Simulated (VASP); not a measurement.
**CsPbI2Br: single point with PBE**

CsPbI2Br:

```
Cs Pb I Br
1.0
     6.37530    0.00000    0.00000
     0.00000    6.37530    0.00000
     0.00000    0.00000    5.96222
Cs Pb I Br
1 1 2 1
Direct
  0.50000 0.50000 0.50000
  0.00000 0.00000 0.00000
  0.00000 0.50000 0.95807
  0.50000 0.00000 0.95807
  0.00000 0.00000 0.50000
```

This cell differs from its parent crystal: all I atoms moved -0.250 Å, as atom 3 along Cartesian [0 0 1].

```yaml
Program: VASP 6.6.1
Task: single point
Functional: PBE
Potentials_or_basis: VASP PAW PBE potentials, release 64 (Cs_sv, Pb_d, I, Br)
Cutoff: 520 eV
k_mesh: 4 × 4 × 6
Occupations: gaussian, width 0.05 eV
Spin: no spin polarisation
```

```yaml
Pressure: 0.3 GPa
Largest_force: 0.116 eV/Å
Band_gap_on_the_k_mesh: 1.64 eV
```

Forces in eV/Å, atoms in the order of the input:
```
Cs   0.000  0.000 -0.011
Pb   0.000  0.000  0.026
I    0.000  0.000  0.051
I    0.000  0.000  0.051
Br   0.000  0.000 -0.116
```

Levels at points of the mesh, in eV from the valence-band top:
```csv
k point,band 19,band 20,band 21,band 22,band 23,band 24,band 25,band 26
"(0.00, 0.00, 0.00)",-1.18,-1.17,-1.13,-1.13,3.28,4.18,4.59,4.75
"(0.50, 0.00, 0.00)",-1.39,-1.29,-1.23,-0.80,2.43,4.51,4.97,5.01
"(0.50, 0.50, 0.00)",-1.40,-1.27,-0.75,-0.39,2.09,2.09,4.98,5.45
"(0.00, 0.00, 0.50)",-1.37,-1.21,-1.21,-1.00,2.63,5.02,5.06,5.12
"(0.50, 0.00, 0.50)",-1.50,-1.49,-0.89,-0.38,2.05,2.29,4.82,5.23
"(0.50, 0.50, 0.50)",-0.88,-0.88,-0.73,0.00,1.64,1.64,1.92,4.31
```

Run time: 120 s on 1 thread of Intel(R) Xeon(R) 6975P-C (Granite Rapids), on a shared host, peak memory 0.45 GiB.

Caveat: the cell differs from its parent crystal (all I atoms moved -0.250 Å, as atom 3 along Cartesian [0 0 1]); spin-orbit coupling is left out, which moves the levels of the heavy elements. A k mesh can miss the band edges.
